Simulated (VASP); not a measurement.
# AlCo (Pm-3m) in VASP: further runs, part 2 of 2

VASP 6.6.1. Earlier steps stand in the parts before.

## 4. Single point, r2SCAN, collinear spin, ferromagnetic start

Input file POSCAR:

```
AlCo
1.0
    2.8194030000      0.0000000000      0.0000000000
    0.0000000000      2.8194030000      0.0000000000
    0.0000000000      0.0000000000      2.8194030000
Al Co
1 1
Direct
    0.0000000000      0.0000000000      0.0000000000
    0.5000000000      0.5000000000      0.5000000000
```

Input file INCAR.step1:

```
SYSTEM = AlCo
PREC = Accurate ; ENCUT = 660
ISMEAR = 0 ; SIGMA = 0.1
LREAL = .False. ; LASPH = .True.
NELM = 200 ; ISPIN = 2
MAGMOM = 0 3.2 ; LMAXMIX = 4
NBANDS = 17 ; GGA = PE
ALGO = Normal ; EDIFF = 1E-5
LWAVE = .True. ; LCHARG = .False.
GGA_COMPAT = .False.
```

Input file INCAR.step2:

```
SYSTEM = AlCo
PREC = Accurate ; ENCUT = 660
EDIFF = 1E-6 ; ISMEAR = 0
SIGMA = 0.1 ; LREAL = .False.
LASPH = .True. ; NELM = 200
ALGO = Normal ; ISIF = 2
LWAVE = .False. ; LCHARG = .True.
ISPIN = 2 ; MAGMOM = 0 3.2
LORBIT = 11 ; LMAXMIX = 4
METAGGA = R2SCAN ; LMIXTAU = .True.
LELF = .True. ; LVHAR = .True.
NBANDS = 17 ; ISTART = 1
GGA_COMPAT = .False.
```

Input file KPOINTS:

```
regular mesh
0
Gamma
  9 9 9
  0 0 0
```

Potentials or basis: VASP PAW PBE potentials, release 64 (Al, Co).

Command:

```
cat potpaw_PBE.64/Al/POTCAR potpaw_PBE.64/Co/POTCAR > POTCAR
cp INCAR.step1 INCAR
mpirun -np 1 vasp_std > vasp.out
cp INCAR.step2 INCAR
mpirun -np 1 vasp_std > vasp.out
```

OUTCAR:

```text
SYSTEM = AlCo
   PREC = Accurate
   ENCUT = 660
   EDIFF = 1E-6
   ISMEAR = 0
   LREAL = .False.
   LASPH = .True.
   NELM = 200
   ISIF = 2
   ISPIN = 2
   LORBIT = 11
   METAGGA = R2SCAN
   ISTART = 1

 ion  position               nearest neighbor table
   1  0.000  0.000  0.000-   2 2.44   2 2.44   2 2.44   2 2.44   2 2.44   2 2.44   2 2.44   2 2.44

   2  0.500  0.500  0.500-   1 2.44   1 2.44   1 2.44   1 2.44   1 2.44   1 2.44   1 2.44   1 2.44

  LATTYP: Found a simple cubic cell.
 ALAT       =     2.8194030000

  Lattice vectors:

 A1 = (   2.8194030000,   0.0000000000,   0.0000000000)
 A2 = (   0.0000000000,   2.8194030000,   0.0000000000)
 A3 = (   0.0000000000,   0.0000000000,   2.8194030000)

Analysis of symmetry for initial positions (statically):
=====================================================================
 Subroutine PRICEL returns:
 Original cell was already a primitive cell.

 Routine SETGRP: Setting up the symmetry group for a
 simple cubic supercell.

 Subroutine GETGRP returns: Found 48 space group operations
 (whereof 48 operations were pure point group operations)
[... 1150 lines left out ...]
     17      35.8025      0.00000

 [... further k-points ...]

------------------------ aborting loop because EDIFF is reached ----------------------------------------

  FORCE on cell =-STRESS in cart. coord.  units (eV):
  Direction    XX          YY          ZZ          XY          YZ          ZX
  --------------------------------------------------------------------------------------
  -------------------------------------------------------------------------------------
  Total        0.0668061      0.0668061      0.0668061      0.0000000     -0.0000000      0.0000000
  in kB        4.7759003      4.7759003      4.7759003      0.0000000     -0.0000000      0.0000000
  external PRESSURE =       4.7759003 kB  Pullay stress =       0.0000000 kB

 VOLUME and BASIS-vectors are now :
 -----------------------------------------------------------------------------
  energy-cutoff  :      660.00
  volume of cell :       22.41
      direct lattice vectors                 reciprocal lattice vectors
     2.819403000  0.000000000  0.000000000     0.354685017  0.000000000  0.000000000
     0.000000000  2.819403000  0.000000000     0.000000000  0.354685017  0.000000000
     0.000000000  0.000000000  2.819403000     0.000000000  0.000000000  0.354685017

 POSITION                                       TOTAL-FORCE (eV/Angst)
 -----------------------------------------------------------------------------------
      0.00000      0.00000      0.00000         0.000000      0.000000      0.000000
      1.40970      1.40970      1.40970         0.000000      0.000000      0.000000
 -----------------------------------------------------------------------------------
    total drift:                                0.000000     -0.000000     -0.000000

  FREE ENERGIE OF THE ION-ELECTRON SYSTEM (eV)
  ---------------------------------------------------
  free  energy   TOTEN  =       -21.0822060274 eV

  energy  without entropy=      -21.0798660546  energy(sigma->0) =      -21.08103604

 total charge

# of ion       s       p       d       tot
------------------------------------------
    1        0.396   0.455   0.000   0.851
    2        0.466   0.573   7.517   8.557
--------------------------------------------------
tot          0.862   1.028   7.517   9.408

 magnetization (x)

# of ion       s       p       d       tot
------------------------------------------
    1       -0.000  -0.000   0.000  -0.000
    2       -0.000  -0.000   0.000   0.000
--------------------------------------------------
tot         -0.000  -0.000   0.000   0.000
```

OSZICAR.step1:

```text
N       E                     dE             d eps       ncg     rms          rms(c)
DAV:   1     0.451890736022E+02    0.45189E+02   -0.55282E+03  2396   0.875E+02
DAV:   2    -0.103295707574E+02   -0.55519E+02   -0.49535E+02  2697   0.173E+02
DAV:   3    -0.127252364429E+02   -0.23957E+01   -0.23517E+01  2932   0.368E+01
DAV:   4    -0.127603836115E+02   -0.35147E-01   -0.35108E-01  2846   0.388E+00
DAV:   5    -0.127613960155E+02   -0.10124E-02   -0.10123E-02  2994   0.718E-01    0.148E+01
DAV:   6    -0.155293897497E+02   -0.27680E+01   -0.38232E+01  2689   0.726E+01    0.168E+01
DAV:   7    -0.119434060892E+02    0.35860E+01   -0.22949E+01  2746   0.465E+01    0.323E+00
DAV:   8    -0.119808312726E+02   -0.37425E-01   -0.21880E-01  2947   0.332E+00    0.160E+00
DAV:   9    -0.119796188093E+02    0.12125E-02   -0.86416E-02  3261   0.196E+00    0.107E+00
DAV:  10    -0.119781375326E+02    0.14813E-02   -0.12814E-02  3415   0.783E-01    0.224E-01
DAV:  11    -0.119784462101E+02   -0.30868E-03   -0.78444E-04  3226   0.224E-01    0.130E-01
DAV:  12    -0.119785346088E+02   -0.88399E-04   -0.76836E-04  2974   0.200E-01    0.437E-02
DAV:  13    -0.119785321075E+02    0.25014E-05   -0.26349E-05  1982   0.423E-02
   1 F= -.11978532E+02 E0= -.11977519E+02  d E =-.202654E-02  mag=     0.0002
```

Wall time 71 s (1 thread of Intel Xeon 6975P-C (Granite Rapids), shared host); peak memory 0.17 GiB.

What came out:

| Property | Result |
| --- | --- |
| Free energy | -21.0822 eV |
| Pressure | 0.5 GPa |
| Band gap on the k mesh | zero (filled and empty bands overlap) |
| Net moment | 0.00 μB per cell |
| Valence electrons inside the program's atomic spheres | Al 0.85; Co 8.56 |

Levels at points of the mesh, in eV from the Fermi level:
Spin up:
| k point | band 2 | band 3 | band 4 | band 5 | band 6 | band 7 | band 8 | band 9 | band 10 | band 11 |
| --- | --- | --- | --- | --- | --- | --- | --- | --- | --- | --- |
| (0.00, 0.00, 0.00) | -3.26 | -3.26 | -1.15 | -1.15 | -1.15 | 6.44 | 6.44 | 6.44 | 9.08 | 9.08 |
Spin down:
```tsv
k point	band 3	band 4	band 5	band 6	band 7	band 8	band 9	band 10
(0.00, 0.00, 0.00)	-3.26	-1.15	-1.15	-1.15	6.44	6.44	6.44	9.08
```

Caveat: the PAW data sets were made with another functional, which shifts forces and pressure a little.

## 5. Single point, r2SCAN, collinear spin, ferromagnetic start

POSCAR is that of step 4.

Input file INCAR.step1:

```
  ALGO = Normal
  EDIFF = 1E-5
  ENCUT = 660
  GGA = PE
  GGA_COMPAT = F
  ISMEAR = 0
  ISPIN = 2
  LASPH = T
  LCHARG = F
  LMAXMIX = 4
  LREAL = F
  LWAVE = T
  MAGMOM = 0 3.2
  NBANDS = 17
  NELM = 200
  PREC = Accurate
  SIGMA = 0.05
```

Input file INCAR.step2:

```
  ALGO = Normal
  EDIFF = 1E-6
  ENCUT = 660
  GGA_COMPAT = F
  ISIF = 2
  ISMEAR = 0
  ISPIN = 2
  ISTART = 1
  LASPH = T
  LCHARG = F
  LMAXMIX = 4
  LMIXTAU = T
  LORBIT = 11
  LREAL = F
  LWAVE = F
  MAGMOM = 0 3.2
  METAGGA = R2SCAN
  NBANDS = 17
  NELM = 200
  PREC = Accurate
  SIGMA = 0.05
```

Input file KPOINTS:

```
k-points
0
Gamma
  9 9 9
```

Potentials or basis: VASP PAW PBE potentials, release 64 (Al, Co).

Command:

```
cat potpaw_PBE.64/Al/POTCAR potpaw_PBE.64/Co/POTCAR > POTCAR
cp INCAR.step1 INCAR
mpirun -np 1 vasp_std > vasp.out
cp INCAR.step2 INCAR
mpirun -np 1 vasp_std > vasp.out
```

OUTCAR:

```text
EDIFF = 1E-6
   ENCUT = 660
   ISIF = 2
   ISMEAR = 0
   ISPIN = 2
   ISTART = 1
   LASPH = T
   LORBIT = 11
   LREAL = F
   METAGGA = R2SCAN
   NELM = 200
   PREC = Accurate

 ion  position               nearest neighbor table
   1  0.000  0.000  0.000-   2 2.44   2 2.44   2 2.44   2 2.44   2 2.44   2 2.44   2 2.44   2 2.44

   2  0.500  0.500  0.500-   1 2.44   1 2.44   1 2.44   1 2.44   1 2.44   1 2.44   1 2.44   1 2.44

  LATTYP: Found a simple cubic cell.
 ALAT       =     2.8194030000

  Lattice vectors:

 A1 = (   2.8194030000,   0.0000000000,   0.0000000000)
 A2 = (   0.0000000000,   2.8194030000,   0.0000000000)
 A3 = (   0.0000000000,   0.0000000000,   2.8194030000)

Analysis of symmetry for initial positions (statically):
=====================================================================
 Subroutine PRICEL returns:
[... 682 lines left out ...]
      2       7.7382      1.00000
      3       7.7382      1.00000
      4       9.8438      1.00000
      5       9.8438      1.00000
      6       9.8438      1.00000
[... 459 lines left out ...]
      6       9.4711      1.00000
[... 9 lines left out ...]
     16      34.1777      0.00000
     17      35.8023      0.00000

 [... further k-points ...]

------------------------ aborting loop because EDIFF is reached ----------------------------------------

  FORCE on cell =-STRESS in cart. coord.  units (eV):
  Direction    XX          YY          ZZ          XY          YZ          ZX
  --------------------------------------------------------------------------------------
  -------------------------------------------------------------------------------------
  Total        0.0686117      0.0686117      0.0686117      0.0000000      0.0000000     -0.0000000
  in kB        4.9049804      4.9049804      4.9049804      0.0000000      0.0000000     -0.0000000
  external PRESSURE =       4.9049804 kB  Pullay stress =       0.0000000 kB

 VOLUME and BASIS-vectors are now :
 -----------------------------------------------------------------------------
  energy-cutoff  :      660.00
  volume of cell :       22.41
      direct lattice vectors                 reciprocal lattice vectors
     2.819403000  0.000000000  0.000000000     0.354685017  0.000000000  0.000000000
     0.000000000  2.819403000  0.000000000     0.000000000  0.354685017  0.000000000
     0.000000000  0.000000000  2.819403000     0.000000000  0.000000000  0.354685017

 POSITION                                       TOTAL-FORCE (eV/Angst)
 -----------------------------------------------------------------------------------
      0.00000      0.00000      0.00000         0.000000      0.000000      0.000000
      1.40970      1.40970      1.40970         0.000000      0.000000      0.000000
 -----------------------------------------------------------------------------------
    total drift:                                0.000000     -0.000000     -0.000000

  FREE ENERGIE OF THE ION-ELECTRON SYSTEM (eV)
  ---------------------------------------------------
  free  energy   TOTEN  =       -21.0814259731 eV

  energy  without entropy=      -21.0808380321  energy(sigma->0) =      -21.08113200

 total charge

# of ion       s       p       d       tot
------------------------------------------
    1        0.396   0.455   0.000   0.851
    2        0.466   0.573   7.518   8.557
--------------------------------------------------
tot          0.862   1.028   7.518   9.408

 magnetization (x)

# of ion       s       p       d       tot
------------------------------------------
    1        0.000   0.000   0.000   0.000
    2        0.000   0.000  -0.000  -0.000
--------------------------------------------------
tot          0.000   0.000  -0.000  -0.000
```

OUTCAR.step1:

```text
EDIFF = 1E-5
   ENCUT = 660
   GGA = PE
   ISMEAR = 0
   ISPIN = 2
[... 1205 lines left out ...]
 -----------------------------------------------------------------------------------
      0.00000      0.00000      0.00000         0.000000      0.000000      0.000000
      1.40970      1.40970      1.40970         0.000000      0.000000      0.000000
 -----------------------------------------------------------------------------------
    total drift:                                0.000000     -0.000000     -0.000000

  FREE ENERGIE OF THE ION-ELECTRON SYSTEM (eV)
  ---------------------------------------------------
  free  energy   TOTEN  =       -11.9778046206 eV

  energy  without entropy=      -11.9772208001  energy(sigma->0) =      -11.97751271
```

It took 75 s on 1 thread of Intel Xeon 6975P-C (Granite Rapids), shared host; peak memory 0.17 GiB.

What came out:

```yaml
Free_energy: -21.0814 eV
Pressure: 0.5 GPa
Band_gap_on_the_k_mesh: zero (filled and empty bands overlap)
Net_moment: 0.00 μB per cell
Valence_electrons_inside_the_program's_atomic_spheres: Al 0.85; Co 8.56
```

Caveat: the PAW data sets were made with another functional, which shifts forces and pressure a little.

## 6. Single point, r2SCAN, collinear spin, ferromagnetic start

POSCAR is that of step 5.

Input file INCAR.step1:

```
ALGO     = Normal         # electronic algorithm
EDIFF    = 1E-5           # SCF threshold, eV
ENCUT    = 660            # plane-wave cutoff, eV
GGA      = PE             # functional
GGA_COMPAT= False        
ISMEAR   = 0              # smearing method
ISPIN    = 2              # spin polarisation
LASPH    = True           # aspherical terms in the spheres
LCHARG   = False          # write CHGCAR
LMAXMIX  = 4              # l up to which the mixer works
LREAL    = False          # projectors in reciprocal space
LWAVE    = True           # write WAVECAR
MAGMOM   = 0 3.2          # initial moments
NBANDS   = 17             # bands
NELM     = 200            # most SCF steps
PREC     = Accurate       # precision mode
SIGMA    = 0.025          # smearing width, eV
```

Input file INCAR.step2:

```
ALGO     = Normal         # electronic algorithm
EDIFF    = 1E-6           # SCF threshold, eV
ENCUT    = 660            # plane-wave cutoff, eV
GGA_COMPAT= False        
ISIF     = 2              # what is computed and relaxed
ISMEAR   = 0              # smearing method
ISPIN    = 2              # spin polarisation
ISTART   = 1            
LASPH    = True           # aspherical terms in the spheres
LCHARG   = False          # write CHGCAR
LMAXMIX  = 4              # l up to which the mixer works
LMIXTAU  = True         
LORBIT   = 11             # projections on sites
LREAL    = False          # projectors in reciprocal space
LWAVE    = False          # write WAVECAR
MAGMOM   = 0 3.2          # initial moments
METAGGA  = R2SCAN         # meta-GGA
NBANDS   = 17             # bands
NELM     = 200            # most SCF steps
PREC     = Accurate       # precision mode
SIGMA    = 0.025          # smearing width, eV
```

KPOINTS is that of step 5.

Potentials or basis: VASP PAW PBE potentials, release 64 (Al, Co).

Command:

```
cat potpaw_PBE.64/Al/POTCAR potpaw_PBE.64/Co/POTCAR > POTCAR
cp INCAR.step1 INCAR
mpirun -np 1 vasp_std > vasp.out
cp INCAR.step2 INCAR
mpirun -np 1 vasp_std > vasp.out
```

Wall time 71 s (1 thread of Intel Xeon 6975P-C (Granite Rapids), shared host); peak memory 0.18 GiB.

It converged, with:

```
Free energy                                           : -21.0812 eV
Pressure                                              : 0.4 GPa
Band gap on the k mesh                                : zero (filled and empty bands overlap)
Net moment                                            : -0.01 μB per cell
Valence electrons inside the program's atomic spheres : Al 0.85; Co 8.56
```

Levels at points of the mesh, in eV from the Fermi level:
Spin up:
```tsv
k point	band 4	band 5	band 6	band 7	band 8	band 9
(0.00, 0.00, 0.00)	-1.12	-1.12	-1.12	6.46	6.46	6.46
```
Spin down:
```tsv
k point	band 3	band 4	band 5	band 6	band 7	band 8	band 9	band 10
(0.00, 0.00, 0.00)	-3.25	-1.13	-1.13	-1.13	6.46	6.46	6.46	9.10
```

Caveat: the PAW data sets were made with another functional, which shifts forces and pressure a little.
